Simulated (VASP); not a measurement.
# AlN (a.bB) (F-43m) in VASP: further runs, part 2 of 2

VASP 6.6.1. Earlier steps stand in the parts before.

## (4) Relaxation of cell and atoms, PBEsol

Input file INCAR:

```
SYSTEM = AlN
  PREC = Accurate
  ENCUT = 600
  EDIFF = 1E-7
  ISMEAR = 0
  SIGMA = 0.02
  LREAL = .FALSE.
  LASPH = .TRUE.
  NELM = 120
  ALGO = Normal
  ISIF = 3
  LWAVE = .FALSE.
  LCHARG = .FALSE.
  GGA = PS
  IBRION = 2
  NSW = 100
  EDIFFG = -0.002
  GGA_COMPAT = .FALSE.
  NELMIN = 4
```

Input file KPOINTS:

```
regular mesh
0
G
  10 10 10
  0 0 0
```

Input file POSCAR:

```
AlN
1.0
    0.0000000000      2.1900000000      2.1900000000
    2.1900000000      0.0000000000      2.1900000000
    2.1900000000      2.1900000000      0.0000000000
Al N
1 1
Direct
    0.0000000000      0.0000000000      0.0000000000
    0.2500000000      0.2500000000      0.2500000000
```

Potentials or basis: VASP PAW PBE potentials, release 64 (Al, N).

Launch:

```bash
cat potpaw_PBE.64/Al/POTCAR potpaw_PBE.64/N/POTCAR > POTCAR
mpirun -np 1 vasp_std > vasp.out
```

OUTCAR:

```text
SYSTEM = AlN
   PREC = Accurate
   ENCUT = 600
   EDIFF = 1E-7
   ISMEAR = 0
   LREAL = .FALSE.
   LASPH = .TRUE.
   NELM = 120
   ISIF = 3
   GGA = PS
   IBRION = 2
   NSW = 100
   EDIFFG = -0.002
   NELMIN = 4

 ion  position               nearest neighbor table
   1  0.000  0.000  0.000-   2 1.90   2 1.90   2 1.90   2 1.90
   2  0.250  0.250  0.250-   1 1.90   1 1.90   1 1.90   1 1.90

  LATTYP: Found a face centered cubic cell.
 ALAT       =     4.3800000000

  Lattice vectors:

 A1 = (   0.0000000000,   2.1900000000,   2.1900000000)
 A2 = (   2.1900000000,   0.0000000000,   2.1900000000)
 A3 = (   2.1900000000,   2.1900000000,   0.0000000000)

Analysis of symmetry for initial positions (statically):
=====================================================================
 Subroutine PRICEL returns:
 Original cell was already a primitive cell.

 Routine SETGRP: Setting up the symmetry group for a
 face centered cubic supercell.

 Subroutine GETGRP returns: Found 24 space group operations
 (whereof 24 operations were pure point group operations)
 out of a pool of 48 trial point group operations.

The static configuration has the point symmetry T_d .

Analysis of symmetry for dynamics (positions and initial velocities):
=====================================================================
 Subroutine PRICEL returns:
 Original cell was already a primitive cell.

 Routine SETGRP: Setting up the symmetry group for a
 face centered cubic supercell.

 Subroutine GETGRP returns: Found 24 space group operations
 (whereof 24 operations were pure point group operations)
 out of a pool of 48 trial point group operations.

The dynamic configuration has the point symmetry T_d .

 Subroutine INISYM returns: Found 24 space group operations
 (whereof 24 operations are pure point group operations),
 and found     1 'primitive' translations
[... 127 lines left out ...]
 non-spin polarized calculation
 Gauss-broadening in eV      SIGMA  =   0.02
  energy-cutoff  :      600.00
  volume of cell :       21.01
 maximum number of plane-waves:       725
 NGX is ok and might be reduce to    28
   NGX = 13   NGY = 13   NGZ = 13

--------------------------------------- Ionic step        1  -------------------------------------------

 number of electron       7.9999999 magnetization

 Free energy of the ion-electron system (eV)
  ---------------------------------------------------
  ext. energy  EPLUGINS =         0.00000000
  ---------------------------------------------------
  free energy    TOTEN  =       -15.61300421 eV

  energy without entropy =      -15.61300421  energy(sigma->0) =      -15.61300421

------------------------ aborting loop because EDIFF is reached ----------------------------------------

  FORCE on cell =-STRESS in cart. coord.  units (eV):
  Direction    XX          YY          ZZ          XY          YZ          ZX
  --------------------------------------------------------------------------------------
  -------------------------------------------------------------------------------------
  Total       -0.0618116     -0.0618116     -0.0618116      0.0000000      0.0000000      0.0000000
  in kB       -4.7143090     -4.7143090     -4.7143090      0.0000000      0.0000000      0.0000000
  external PRESSURE =      -4.7143090 kB  Pullay stress =       0.0000000 kB
[... 59 lines left out ...]
--------------------------------------- Ionic step        3  -------------------------------------------

 number of electron       7.9999999 magnetization

 Free energy of the ion-electron system (eV)
  ---------------------------------------------------
  ext. energy  EPLUGINS =         0.00000000
  ---------------------------------------------------
  free energy    TOTEN  =       -15.61307803 eV

  energy without entropy =      -15.61307803  energy(sigma->0) =      -15.61307803

 E-fermi :   5.9418     XC(G=0): -11.1037

 val. band max:        5.8225694348   @ k =   0.0000   0.0000   0.0000
 cond. band min:       9.0071734243   @ k =   0.5000   0.5000   0.0000
 fundamental gap:      3.1846039896
 Fermi energy:         5.9417928956

 k-point     1 :       0.0000    0.0000    0.0000
  band No.  band energies     occupation
      1      -9.1021      2.00000
      2       5.8226      2.00000
      3       5.8226      2.00000
      4       5.8226      2.00000
      5       9.9042      0.00000
      6      18.2343      0.00000
      7      18.2343      0.00000
      8      18.2343      0.00000
[... 243 lines left out ...]
 k-point    24 :       0.4000    0.3000    0.0000
  band No.  band energies     occupation
      1      -7.0805      2.00000
      2       1.6534      2.00000
      3       4.1090      2.00000
      4       4.4118      2.00000
      5      10.6095      0.00000
      6      15.1922      0.00000
      7      17.9266      0.00000
      8      20.2463      0.00000

 [... further k-points ...]

------------------------ aborting loop because EDIFF is reached ----------------------------------------

  FORCE on cell =-STRESS in cart. coord.  units (eV):
  Direction    XX          YY          ZZ          XY          YZ          ZX
  --------------------------------------------------------------------------------------
  -------------------------------------------------------------------------------------
  Total        0.0006856      0.0006856      0.0006856     -0.0000000      0.0000000     -0.0000000
  in kB        0.0524159      0.0524159      0.0524159     -0.0000000      0.0000000     -0.0000000
  external PRESSURE =       0.0524159 kB  Pullay stress =       0.0000000 kB
[... 17 lines left out ...]
  FREE ENERGIE OF THE ION-ELECTRON SYSTEM (eV)
  ---------------------------------------------------
  free  energy   TOTEN  =       -15.6130780270 eV

  energy  without entropy=      -15.6130780270  energy(sigma->0) =      -15.61307803

 reached required accuracy - stopping structural energy minimisation
```

OSZICAR:

```text
N       E                     dE             d eps       ncg     rms          rms(c)
DAV:   1     0.136555737616E+02    0.13656E+02   -0.44607E+03   768   0.949E+02
DAV:   2    -0.171294789596E+02   -0.30785E+02   -0.29686E+02  1048   0.162E+02
DAV:   3    -0.178273011355E+02   -0.69782E+00   -0.69782E+00   856   0.304E+01
DAV:   4    -0.178296954758E+02   -0.23943E-02   -0.23943E-02  1200   0.170E+00
[... 20 lines left out ...]
DAV:   2    -0.156130804818E+02    0.10070E-03   -0.59092E-04   792   0.173E-01    0.158E-02
DAV:   3    -0.156130791664E+02    0.13154E-05   -0.80984E-06   856   0.315E-02    0.542E-03
DAV:   4    -0.156130782848E+02    0.88155E-06   -0.34510E-07   896   0.521E-03    0.243E-03
DAV:   5    -0.156130780431E+02    0.24176E-06   -0.87078E-08   384   0.269E-03    0.108E-03
DAV:   6    -0.156130780270E+02    0.16090E-07   -0.43261E-09   376   0.759E-04
   3 F= -.15613078E+02 E0= -.15613078E+02  d E =-.738142E-04
```

It took 17 s on 1 thread of Intel Xeon Platinum 8488C (Sapphire Rapids), shared host; peak memory 0.15 GiB.

Results:

```yaml
Free_energy: -15.6131 eV
Relaxed_volume: 10.48 Å³/atom
Relaxed_cell: a = 3.095 Å, b = 3.095 Å, c = 3.095 Å, α = 60.00°, β = 60.00°, γ = 60.00°
Space_group_after_relaxing_to_0.05_Å: F-43m (No. 216)
Energy_gained_by_relaxing: 0.0 meV/atom
Ionic_steps: 3
Pressure_after_relaxing: 0.0 GPa
Band_gap_on_the_k_mesh: 3.18 eV, indirect (least direct gap 4.08 eV)
```

Final structure:
```
Al N
1.0
     0.00000    2.18826    2.18826
     2.18826    0.00000    2.18826
     2.18826    2.18826    0.00000
Al N
1 1
Direct
  0.00000 0.00000 0.00000
  0.25000 0.25000 0.25000
```

Levels at points of the mesh, in eV from the valence-band top:
```
           k point  band 1  band 2  band 3  band 4  band 5  band 6  band 7  band 8
(0.00, 0.00, 0.00)  -14.92    0.00    0.00    0.00    4.08   12.41   12.41   12.41
(0.50, 0.00, 0.00)  -12.86   -5.89   -0.48   -0.48    7.23    9.73   11.00   11.00
(0.50, 0.50, 0.00)  -12.22   -4.93   -1.78   -1.78    3.18    8.45   13.79   15.55
```

Caveat: the PAW data sets were made with another functional, which shifts forces and pressure a little.
